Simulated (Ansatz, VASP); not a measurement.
**MgO in VASP and in Ansatz**

The input INCAR:

```
SYSTEM = MgO
  PREC = Accurate
  ENCUT = 520
  EDIFF = 1E-7
  ISMEAR = 0
  SIGMA = 0.001
  LREAL = .False.
  LASPH = .True.
  NELM = 100
  ALGO = Normal
  ISIF = 2
  LWAVE = .False.
  LCHARG = .False.
  GGA = PS
  NBANDS = 11
```

File KPOINTS:

```
regular mesh
0
Gamma
  8 8 8
  0 0 0
```

Contents of POSCAR:

```
MgO
1.0
    0.0000000000      2.1021674168      2.1021674168
    2.1021674168      0.0000000000      2.1021674168
    2.1021674168      2.1021674168      0.0000000000
Mg O
1 1
Direct
    0.0000000000      0.0000000000      0.0000000000
    0.5000000000      0.5000000000      0.5000000000
```

Input for Ansatz:

```yaml
crystal:
  lattice:
    - [0.0, 2.1021674168, 2.1021674168]
    - [2.1021674168, 0.0, 2.1021674168]
    - [2.1021674168, 2.1021674168, 0.0]
  atoms:
    - { symbol: Mg, position: [0.0, 0.0, 0.0] }
    - { symbol: O, position: [0.5, 0.5, 0.5] }
kpoints:
  mp_grid: { grid: [8, 8, 8] }
hamiltonian:
  xc: pbesol
scf:
  occupations: { method: gaussian, width: 0.001 }
  n_extra_bands: 4
output:
  forces: true
  stress: true
  eigenvalues: true
```

Alike in both runs: task single point; functional PBEsol; k mesh 8 × 8 × 8; occupations gaussian, width 0.001 eV; no spin polarisation.

|  | VASP | Ansatz |
| --- | --- | --- |
| version | VASP 6.6.1 | Ansatz 0.2.0 |
| potentials or method | VASP PAW PBE potentials, release 64 (Mg, O) | plane waves |
| plane-wave cutoff (eV) | 520 | 420 |
| valence electrons in the cell | 8 | 16 |

|  | VASP | Ansatz | Ansatz less VASP |
| --- | --- | --- | --- |
| gap on the k mesh at the Fermi level (eV) | 4.69 | 4.69 | -0.001 |
| pressure (GPa) | 0.6 | 1.1 | +0.48 |

VASP's potentials were made for PBE, not for PBEsol. VASP's potentials hold 8 valence electrons a cell and Ansatz's 16, so a difference there can come from the potentials and not from the codes.
